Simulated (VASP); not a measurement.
Write the native input for VASP 6.6.1 that does the following.

- Task: single point
- Functional: PBE
- Potentials or basis: VASP PAW PBE potentials, release 64 (Er_3, Br), 4f in core
- Cutoff: 500 eV
- k mesh: 6 × 6 × 10
- Occupations: gaussian, width 0.1 eV
- Spin: no spin polarisation
- Dipole correction: no
- Mended: yes
- Further INCAR settings: ALGO = Normal; EDIFF = 1e-06; NBANDS = 30

The structure of Er4Br lies in POSCAR:

```
Er4Br
1.0
    3.9822327563     -5.2928460550      0.0000000000
    3.9822327563      5.2928460550      0.0000000000
    0.0000000000      0.0000000000      3.5436985127
Er Br
4 1
Direct
    0.7696714849      0.2303285151      0.5000000000
    0.2047746052      0.2047746052      0.0000000000
    0.7952253948      0.7952253948      0.0000000000
    0.2303285151      0.7696714849      0.5000000000
    0.5000000000      0.5000000000      0.5000000000
```

The input as run:

INCAR

```
SYSTEM = Er4Br
ALGO = Normal
EDIFF = 1E-6
ENCUT = 500
GGA = PE
GGA_COMPAT = .FALSE.
ISIF = 2
ISMEAR = 0
LASPH = .TRUE.
LCHARG = .TRUE.
LELF = .TRUE.
LMAXMIX = 6
LREAL = .FALSE.
LVHAR = .TRUE.
LWAVE = .FALSE.
NBANDS = 30
NELM = 200
PREC = Accurate
SIGMA = 0.1
```

KPOINTS

```
k-points
0
G
  6 6 10
  0 0 0
```

Potentials or basis: VASP PAW PBE potentials, release 64 (Er_3, Br), 4f in core.

Run with:

```console
$ cat potpaw_PBE.64/Er_3/POTCAR potpaw_PBE.64/Br/POTCAR > POTCAR
$ mpirun -np 1 vasp_std > vasp.out
```

It gave:

```
Pressure               : 0.3 GPa
Largest force          : 0.045 eV/Å
Band gap on the k mesh : zero (an odd number of electrons rules out a gap without spin polarisation)
```

Caveat: spin-orbit coupling is left out, which moves the levels of the heavy elements; the 4f electrons are frozen in the core, so they carry no moment and show no levels; an odd number of electrons without spin polarisation forces a metal; a magnetic or distorted state may lie lower; the run has no spin polarisation, though such a crystal can be magnetic.

Run time: 2.6 min on 1 thread of Intel(R) Xeon(R) 6975P-C (Granite Rapids) (shared host), peak memory 0.43 GiB.
